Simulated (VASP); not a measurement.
## MgS: single point with PBE

MgS:

```xyz
2
Lattice="0.0000 2.6667 2.7317 2.6667 0.0000 2.7317 2.6667 2.6667 0.0000" Properties=species:S:1:pos:R:3 pbc="T T T"
Mg    0.0000    0.0000    0.0000
S     2.6667    2.6667    2.7317
```

This cell differs from its parent crystal: strain +0.025 along x and y, +0.050 along z.

- Program: VASP 6.6.1
- Task: single point
- Functional: PBE
- Potentials or basis: VASP PAW PBE potentials, release 64 (Mg, S)
- Cutoff: 520 eV
- k mesh: 8 × 8 × 8
- Occupations: gaussian, width 0.05 eV
- Spin: no spin polarisation
- Dipole correction: no
- Further INCAR settings: ALGO = Normal; EDIFF = 1e-06; NBANDS = 11

```
Pressure               : -5.4 GPa
Band gap on the k mesh : 2.46 eV, indirect (least direct gap 2.92 eV)
```

Stress tensor (GPa, compression positive):
```
-4.94  0.00  0.00
 0.00 -4.94  0.00
 0.00  0.00 -6.23
```

Levels at points of the mesh, in eV from the valence-band top:
```
           k point  band 1  band 2  band 3  band 4  band 5  band 6  band 7  band 8
(0.00, 0.00, 0.00)  -12.21   -0.10   -0.10    0.00    2.92    7.78    8.01    8.01
(0.50, 0.00, 0.00)  -11.14   -4.40   -0.58   -0.52    4.33    6.61    6.83    8.99
(0.50, 0.50, 0.00)  -10.90   -3.78   -1.48   -1.48    2.57    4.65   10.83   12.43
(0.50, 0.00, 0.50)  -10.82   -3.77   -1.67   -1.47    2.46    4.57   11.08   11.97
```

Run time: 8.7 s on 1 thread of Intel(R) Xeon(R) 6975P-C (Granite Rapids) (shared host), peak memory 0.17 GiB.

Caveat: the cell differs from its parent crystal (strain +0.025 along x and y, +0.050 along z). A k mesh can miss the band edges.
